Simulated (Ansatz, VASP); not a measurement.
Ta in VASP and in Ansatz

```
Ta
1.0
    -1.65416    1.65416    1.65416
     1.65416   -1.65416    1.65416
     1.65416    1.65416   -1.65416
Ta
1
Direct
  0.00000 0.00000 0.00000
```

Change from the starting cell: the structure that the rattled cell fell into.

Alike in both runs: task relaxation of cell and atoms; functional PBE; k mesh 24 × 24 × 24; occupations gaussian, width 0.1 eV; no spin polarisation.

|  | VASP | Ansatz |
| --- | --- | --- |
| version | VASP 6.6.1 | Ansatz 0.2.0 |
| potentials or method | VASP PAW PBE potentials, release 64 (Ta_pv), cutoff 600 eV | scalar-relativistic, plane waves, PAW |
| valence electrons in the cell | 11 | 13 |

```tsv
	VASP	Ansatz	Ansatz less VASP
gap on the k mesh at the Fermi level, each at its own relaxed structure (eV)	none	none	-
relaxed volume (Å³/atom)	18.29	18.28	-0.013
relaxed cell length with the largest relative difference (Å)	2.875	2.874	-0.0007
```

A gap of «none» marks a metal or a gap that the smearing closes. VASP's potentials hold 11 valence electrons a cell and Ansatz's 13, so a difference there can come from the potentials and not from the codes.

Neither program's run includes spin-orbit coupling.
